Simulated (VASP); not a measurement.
## Co: single point with PBE

Crystal: Co.

```
Co
1.0
     1.91115    0.00000    0.00000
     0.00000    1.91115    0.00000
     0.00000    0.00000    1.91115
Co
1
Direct
  0.00000 0.00000 0.00000
```

This isn't the form of Co at room conditions, which is hcp.

```yaml
Program: VASP 6.6.1
Task: single point
Functional: PBE
Potentials_or_basis: VASP PAW PBE potentials, release 64 (Co)
Cutoff: 520 eV
k_mesh: 20 × 20 × 20
Occupations: fermi-dirac, width 0.08 eV
Spin: collinear spin, ferromagnetic start
Starting_moments: "[1.7] μB"
Dipole_correction: no
Further_INCAR_settings: ALGO = Normal; EDIFF = 1e-06; NBANDS = 14
```

The pressure is 317.7 GPa. The net moment is 0.00 μB per cell.

Levels at points of the mesh, in eV from the Fermi level:
Spin up:
```
           k point  band 3  band 4  band 5  band 6  band 7  band 8
(0.00, 0.00, 0.00)   -7.49    1.06    1.06    1.06   27.65   27.65
(0.50, 0.00, 0.00)   -2.63   -1.95   -1.95    1.33    9.38   28.84
(0.50, 0.50, 0.00)   -1.29   -1.29    2.95    8.09    8.09   16.28
(0.50, 0.50, 0.50)   -7.22    3.11    3.11   13.52   20.70   20.70
```
Spin down:
| k point | band 1 | band 2 | band 3 | band 4 | band 5 | band 6 | band 7 | band 8 | band 9 | band 10 |
| --- | --- | --- | --- | --- | --- | --- | --- | --- | --- | --- |
| (0.00, 0.00, 0.00) | -12.03 | -7.49 | -7.49 | 1.06 | 1.06 | 1.06 | 27.65 | 27.65 | 27.65 | 34.10 |
| (0.50, 0.00, 0.00) | -6.38 | -6.31 | -2.63 | -1.95 | -1.95 | 1.33 | 9.38 | 28.84 | 36.28 | 37.73 |
| (0.50, 0.50, 0.00) | -9.74 | -4.91 | -1.29 | -1.29 | 2.95 | 8.09 | 8.09 | 16.28 | 23.64 | 38.05 |
| (0.50, 0.50, 0.50) | -7.22 | -7.22 | -7.22 | 3.11 | 3.11 | 13.52 | 20.70 | 20.70 | 20.70 | 25.09 |

It took 18 s on 1 thread of AMD EPYC 9R45 96-Core Processor (Zen 5), on a shared host, peak memory 0.12 GiB.

Caveat: atoms lie so close that the PAW spheres overlap strongly, which falsifies energies and pressures; the cell stands under pressure.
